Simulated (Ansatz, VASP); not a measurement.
**Tl2Cl: VASP beside Ansatz**

```
CELL_PARAMETERS angstrom
0.00000 4.60839 4.60839
4.60839 0.00000 4.60839
4.60839 4.60839 0.00000
ATOMIC_POSITIONS crystal
Tl 0.12500 0.12500 0.12500
Tl 0.62500 0.12500 0.12500
Tl 0.12500 0.12500 0.62500
Tl 0.12500 0.62500 0.12500
Cl 0.50000 0.50000 0.50000
Cl 0.75000 0.75000 0.75000
```

Alike in both runs: task relaxation of cell and atoms; functional PBE; k mesh 8 × 8 × 8; occupations gaussian, width 0.1 eV; no spin polarisation.

```csv
,VASP,Ansatz
version,VASP 6.6.1,Ansatz 0.2.0
potentials or method,"VASP PAW PBE potentials, release 64 (Tl_d, Cl), cutoff 600 eV","scalar-relativistic, plane waves, PAW"
valence electrons in the cell,66,66
```

|  | VASP | Ansatz | Ansatz less VASP |
| --- | --- | --- | --- |
| gap on the k mesh at the Fermi level, each at its own relaxed structure (eV) | none | none | - |
| relaxed volume (Å³/atom) | 33.08 | 33.09 | +0.007 |
| relaxed length of the cell vector where the two differ most in proportion (Å) | 6.548 | 6.548 | +0.0005 |

A gap of «none» marks a metal or a gap that the smearing closes.

Spin-orbit coupling is off throughout.
